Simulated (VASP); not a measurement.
Runs of VASP 6.6.1 on Sr2SeO. The structure is that of space group P4/mmm (No. 123), or close to it. The cells are those of the table. 

```csv
level,cell,gap on the mesh (eV),pressure (GPa)
r2SCAN,"a = 4.173, b = 4.173, c = 5.909 Å, 4 atoms",(a),-1.4
PBE,"a = 4.151, b = 4.151, c = 5.880 Å, 4 atoms",1.98,0.2
r2SCAN,"a = 4.132, b = 4.132, c = 5.851 Å, 4 atoms",(b),0.2
r2SCAN,"a = 4.090, b = 4.090, c = 5.792 Å, 4 atoms",2.37,2.0
```

Alike in all rows: task single point; potentials or basis VASP PAW PBE potentials, release 64 (O, Sr_sv, Se); no spin polarisation; k mesh 6 × 6 × 4; cutoff (eV) 520; smearing gaussian 0.01 eV.

Task: Fill in the values left out.

Result: (a) 2.41; (b) 2.39.

Caveats: the PAW data sets were made with another functional, which shifts forces and pressure a little (some runs).

A k mesh can miss the band edges, and the runs leave out spin-orbit coupling on Se, Sr.
